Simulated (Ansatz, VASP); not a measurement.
# One calculation of Si6Ru, two programs

```xyz
7
Lattice="3.9442 0.0000 0.0000 -1.9721 3.4158 0.0000 0.0000 0.0000 10.0884" Properties=species:S:1:pos:R:3 pbc="T T T"
Si    0.0000    2.2772    0.7108
Si    1.9721    1.1386    9.3776
Si    0.0000    2.2772    3.1080
Si    0.0000    0.0000    3.8552
Si    1.9721    1.1386    6.9804
Si    0.0000    0.0000    6.2332
Ru    0.0000    0.0000    0.0000
```

Alike in both runs: functional PBE; k mesh 12 × 12 × 4; occupations gaussian, width 0.1 eV; no spin polarisation.

Ansatz relaxed the structure, and its values are those at the end. VASP's run is a single point on that final structure, the one shown.

|  | VASP | Ansatz |
| --- | --- | --- |
| version | VASP 6.6.1 | Ansatz 0.2.0 |
| potentials or method | VASP PAW PBE potentials, release 64 (Si, Ru_pv), cutoff 520 eV | scalar-relativistic, plane waves, PAW |
| valence electrons in the cell | 38 | 40 |

```csv
,VASP,Ansatz,Ansatz less VASP
gap on the k mesh at the Fermi level (eV),none,none,-
pressure (GPa),0.0,0.0,+0.05
```

A gap of «none» marks a metal or a gap that the smearing closes. The functional is the same, so the differences come from potentials, cutoffs and numerics. VASP's potentials hold 38 valence electrons a cell and Ansatz's 40, so a difference there can come from the potentials and not from the codes.
